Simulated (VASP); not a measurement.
# WC (P-6m2) in VASP: notebook, part 2 of 2

VASP 6.6.1. The steps go on from the part before.

## 4. Vibrations by perturbation theory, PBEsol (10.08 Å³/atom)

This run uses another cell than the first one, of 10.08 Å³/atom.

File INCAR:

```
SYSTEM = WC
PREC = Accurate
ENCUT = 520
EDIFF = 1E-8
ISMEAR = -1
SIGMA = 0.15
LREAL = .FALSE.
LASPH = .TRUE.
NELM = 100
ALGO = Normal
ISIF = 2
LWAVE = .FALSE.
LCHARG = .FALSE.
GGA = PS
NBANDS = 16
IBRION = 8
NSW = 1
```

File KPOINTS:

```
Automatic mesh
0
G
  18 18 14
  0 0 0
```

File POSCAR:

```
WC
1.0
    2.8782212486      0.0000000000      0.0000000000
   -1.4391106243      2.4926127190      0.0000000000
    0.0000000000      0.0000000000      2.8108856273
W C
1 1
Direct
    0.0000000000      0.0000000000      0.0000000000
    0.6666666667      0.3333333333      0.5000000000
```

Potentials or basis: VASP PAW PBE potentials, release 64 (W_sv, C).

Launch:

```
> cat potpaw_PBE.64/W_sv/POTCAR potpaw_PBE.64/C/POTCAR > POTCAR
> mpirun -np 1 vasp_std > vasp.out
```

OUTCAR:

```text
SYSTEM = WC
   PREC = Accurate
   ENCUT = 520
   EDIFF = 1E-8
   ISMEAR = -1
   LREAL = .FALSE.
   LASPH = .TRUE.
   NELM = 100
   ISIF = 2
   GGA = PS
   IBRION = 8
   NSW = 1

 ion  position               nearest neighbor table
   1  0.000  0.000  0.000-   2 2.18   2 2.18   2 2.18   2 2.18   2 2.18   2 2.18
   2  0.667  0.333  0.500-   1 2.18   1 2.18   1 2.18   1 2.18   1 2.18   1 2.18

  LATTYP: Found a hexagonal cell.
 ALAT       =     2.8782212486
 C/A-ratio  =     0.9766051267

  Lattice vectors:

 A1 = (   2.8782212486,   0.0000000000,   0.0000000000)
 A2 = (  -1.4391106243,   2.4926127190,   0.0000000000)
 A3 = (   0.0000000000,   0.0000000000,   2.8108856273)

Analysis of symmetry for initial positions (statically):
=====================================================================
 Subroutine PRICEL returns:
 Original cell was already a primitive cell.

 Routine SETGRP: Setting up the symmetry group for a
 hexagonal supercell.

 Subroutine GETGRP returns: Found 12 space group operations
 (whereof 12 operations were pure point group operations)
 out of a pool of 24 trial point group operations.

The static configuration has the point symmetry D_3h.

Analysis of symmetry for dynamics (positions and initial velocities):
=====================================================================
 Subroutine PRICEL returns:
 Original cell was already a primitive cell.

 Routine SETGRP: Setting up the symmetry group for a
[... 643 lines left out ...]
      1.43911      0.83087      1.40544         0.000000      0.000000      0.000000
 -----------------------------------------------------------------------------------
    total drift:                                0.000000     -0.000000      0.000000

  FREE ENERGIE OF THE ION-ELECTRON SYSTEM (eV)
  ---------------------------------------------------
  free  energy   TOTEN  =       -23.8965773165 eV

  energy  without entropy=      -23.8736973345  energy(sigma->0) =      -23.88513733

[... ionic steps 2 to 3 ...]

--------------------------------------- Ionic step        4  -------------------------------------------

------------------------ aborting loop because EDIFF is reached ----------------------------------------
[... 11 lines left out ...]
[... ionic steps 8 to 8 ...]

--------------------------------------- Ionic step        9  -------------------------------------------

 Free energy of the ion-electron system (eV)
  ---------------------------------------------------
  ---------------------------------------------------
  free energy    TOTEN  =        -0.12206879 eV

  energy without entropy =       -0.12206878

------------------------ aborting loop because EDIFF is reached ----------------------------------------

 INTERNAL STRAIN TENSOR  FOR ION    2  DIRECTION 3   (eV/Angst):
 -----------------------------------------------------------------------------
     0.01353  0.00000  0.00000
     0.00000  0.01353  0.00000
     0.00000  0.00000 -0.01926

 INTERNAL STRAIN TENSOR FOR ION    2 for displacements in x,y,z  (eV/Angst):
          X           Y           Z          XY          YZ          ZX
  --------------------------------------------------------------------------------
  x    -0.00000     0.00000     0.00000    -6.54207     0.00000     0.00000
  y    -6.54207     6.54207     0.00000     0.00000     0.00000     0.00000
  z     0.00000     0.00000     0.00000     0.00000     0.00000     0.00000

 SECOND DERIVATIVES (NOT SYMMETRIZED)
 ------------------------------------
               1X          1Y          1Z          2X          2Y          2Z
  1X   -17.186251    0.000000    0.000000   17.186251    0.000000    0.000000
  1Y     0.000000  -17.186251    0.000000   -0.000000   17.186251    0.000000
  1Z    -0.000000    0.000000  -15.987727    0.000000    0.000000   15.987727
  2X    17.188421   -0.000000    0.000000  -17.188421    0.000000    0.000000
  2Y     0.000000   17.188421    0.000000    0.000000  -17.188421    0.000000
  2Z    -0.000000    0.000000   15.979861    0.000000    0.000000  -15.979861

 Eigenvectors and eigenvalues of the dynamical matrix
 ----------------------------------------------------

   1 f  =   19.302769 THz   121.282877 2PiTHz  643.871082 cm-1    79.829804 meV
             X         Y         Z           dx          dy          dz
      0.000000  0.000000  0.000000    -0.000000    0.247622   -0.000000
      1.439111  0.830871  1.405443    -0.000000   -0.968857    0.000000
[... 21 lines left out ...]
   6 f/i=    0.001099 THz     0.006905 2PiTHz    0.036660 cm-1     0.004545 meV
             X         Y         Z           dx          dy          dz
      0.000000  0.000000  0.000000    -0.000000    0.000000    0.968838
      1.439111  0.830871  1.405443     0.000000    0.000000    0.247694

--------------------------------------------------------------------------------------------------------

 ELASTIC MODULI CONTR FROM IONIC RELAXATION (kBar)
 Direction    XX          YY          ZZ          XY          YZ          ZX
 --------------------------------------------------------------------------------
 XX        -165.2651    165.2651      0.0000     -0.0000      0.0000      0.0000
 YY         165.2651   -165.2651      0.0000      0.0000      0.0000     -0.0000
 ZZ           0.0000      0.0000      0.0000      0.0000      0.0000      0.0000
 XY          -0.0000      0.0000      0.0000   -165.2651      0.0000      0.0000
 YZ           0.0000      0.0000      0.0000      0.0000      0.0000      0.0000
 ZX           0.0000     -0.0000      0.0000      0.0000      0.0000     -0.0000
 --------------------------------------------------------------------------------
```

OSZICAR:

```text
N       E                     dE             d eps       ncg     rms          rms(c)
DAV:   1     0.109087002475E+03    0.10909E+03   -0.94016E+03  9480   0.126E+03
DAV:   2    -0.235411230733E+02   -0.13263E+03   -0.12804E+03 11136   0.339E+02
DAV:   3    -0.267746746329E+02   -0.32336E+01   -0.32214E+01 10600   0.501E+01
DAV:   4    -0.267909429717E+02   -0.16268E-01   -0.16267E-01 12192   0.397E+00
[... 76 lines left out ...]
RMM:   7    -0.122068513296E+00    0.21254E-05   -0.30744E-08 26424   0.134E-03    0.184E-04
RMM:   8    -0.122068949793E+00   -0.43650E-06   -0.18294E-08 28187   0.438E-04    0.687E-05
RMM:   9    -0.122068977381E+00   -0.27588E-07    0.40276E-09 27544   0.110E-04    0.165E-05
RMM:  10    -0.122068782805E+00    0.19458E-06    0.19493E-09 27631   0.423E-05    0.271E-06
RMM:  11    -0.122068785965E+00   -0.31606E-08    0.31738E-09 27710   0.110E-05    0.609E-07
 Linear response finished
```

stdout:

```text
POSCAR found type information on POSCAR W C
 POSCAR found :  2 types and       2 ions
 scaLAPACK will be used
 -----------------------------------------------------------------------------
|                                                                             |
|                                                                             |
|     You enforced a specific xc type in the INCAR file but a different       |
|     I HOPE YOU KNOW WHAT YOU ARE DOING!                                     |
|                                                                             |
 -----------------------------------------------------------------------------

 LDA part: xc-table for (Slater+PW92), standard interpolation
 POSCAR, INCAR and KPOINTS ok, starting setup
 FFT: planning ... GRIDC
 FFT: planning ... GRID_SOFT
 FFT: planning ... GRID
 WAVECAR not read
 entering main loop
 Linear response reoptimize wavefunctions to high precision
 Linear response DOF=           4
 Linear response progress:
 first order change of Fermi-energy  -0.53035E-04
 force on displaced ion       1 direction 1 : -17.186   0.001   0.000
 Linear response progress:
 first order change of Fermi-energy  -0.65604E-03
 force on displaced ion       1 direction 3 :  -0.000   0.000 -15.988
 Linear response progress:
 first order change of Fermi-energy   0.38270E-05
 force on displaced ion       2 direction 1 : -17.188   0.002   0.000
 Linear response progress:
 first order change of Fermi-energy   0.31452E-03
 force on displaced ion       2 direction 3 :  -0.000   0.000 -15.980
 Linear response finished
```

Wall time 36 min (1 thread of Intel Xeon 8259CL, shared host); peak memory 0.91 GiB.

Results:

| Quantity | Value |
| --- | --- |
| Highest phonon frequency at Γ | 644 cm⁻¹ |

Phonon frequencies in cm⁻¹ (negative: imaginary):
```
              q point        frequencies
(0.000, 0.000, 0.000)  0 0 0 621 644 644
```

Caveat: the cell stands under pressure or tension, which shifts response properties; the PAW data sets were made with another functional, which shifts forces and pressure a little; spin-orbit coupling is left out, which moves the levels of the heavy elements.
